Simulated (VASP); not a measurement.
Cs2Cd:

```xyz
3
Lattice="0.0000 4.6874 4.6874 4.6874 0.0000 4.6874 4.6874 4.6874 0.0000" Properties=species:S:1:pos:R:3 pbc="T T T"
Cs    2.3437    2.3437    2.3437
Cs    7.0311    7.0311    7.0311
Cd    4.6874    4.6874    4.6874
```

The cell was generated, and may not be a known phase.

| Item | Value |
| --- | --- |
| Program | VASP 6.6.1 |
| Task | relaxation of cell and atoms |
| Functional | PBE |
| Potentials or basis | VASP PAW PBE potentials, release 64 (Cs_sv, Cd) |
| Cutoff | 600 eV |
| k mesh | 10 × 10 × 10 |
| Occupations | gaussian, width 0.1 eV |
| Spin | no spin polarisation |

At the start: pressure 0.3 GPa; volume 68.66 Å³/atom.

Problem. Where does the relaxation end?

Solution. Over 4 steps the energy falls by 3.7 meV/atom and the volume is 73.22 Å³/atom (+6.6 %); space group Fm-3m (No. 225, to 0.1 Å) before and after.

The path:
```tsv
step	energy change (eV)	largest force (eV/Å)	pressure (GPa)	volume (Å³)
1	0.0000	0.0000	0.29	205.98
2	-0.0054	0.0000	0.19	209.65
3	-0.0110	0.0000	0.04	217.68
4	-0.0112	0.0000	0.00	219.67
```

Final structure:
```
CELL_PARAMETERS angstrom
0.00000 4.78903 4.78903
4.78903 0.00000 4.78903
4.78903 4.78903 0.00000
ATOMIC_POSITIONS crystal
Cs 0.25000 0.25000 0.25000
Cs 0.75000 0.75000 0.75000
Cd 0.50000 0.50000 0.50000
```
